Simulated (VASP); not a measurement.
A run of VASP 6.6.1:

Contents of POSCAR:

```
AlNi2
1.0
    3.9740030242      0.0000000000      0.0000000000
   -1.9870015121      3.4415875737      0.0000000000
    0.0000000000      0.0000000000      4.9042588200
Al Ni
2 4
Direct
    0.3333333333      0.6666666667      0.1898740600
    0.6666666667      0.3333333333      0.8101259400
    0.3333333333      0.6666666667      0.6851100400
    0.6666666667      0.3333333333      0.3148899600
    0.0000000000      0.0000000000      0.5000000000
    0.0000000000      0.0000000000      0.0000000000
```

INCAR.step1

```
PREC = Accurate ; ENCUT = 520
ISMEAR = 0 ; SIGMA = 0.1
LREAL = F ; LASPH = T
NELM = 60 ; ISYM = 0
NBANDS = 32 ; GGA = PE
ALGO = Normal ; EDIFF = 1E-4
LWAVE = T ; LCHARG = F
```

INCAR.step2

```
PREC = Accurate ; ENCUT = 520
EDIFF = 1E-6 ; ISMEAR = 0
SIGMA = 0.1 ; LREAL = F
LASPH = T ; NELM = 60
ALGO = Normal ; ISIF = 2
LWAVE = F ; LCHARG = F
METAGGA = R2SCAN ; LMIXTAU = T
ISYM = 0 ; NBANDS = 32
ISTART = 1
```

Contents of KPOINTS:

```
Automatic mesh
0
Gamma
  6 6 4
  0.5 0.5 0.5
```

Potentials or basis: VASP PAW PBE potentials, release 64 (Al, Ni).

Run with:

```sh
$ cat potpaw_PBE.64/Al/POTCAR potpaw_PBE.64/Ni/POTCAR > POTCAR
$ cp INCAR.step1 INCAR
$ mpirun -np 1 vasp_std > vasp.out
$ cp INCAR.step2 INCAR
$ mpirun -np 1 vasp_std > vasp.out
```

Hardware: 1 thread of Intel Xeon 8259CL, with other jobs on the host.

Problem. How long does it take, and how much memory?

Solution. It took 53 min on 1 thread of Intel Xeon 8259CL, on a shared host, peak memory 0.45 GiB. Counts: k points 216.
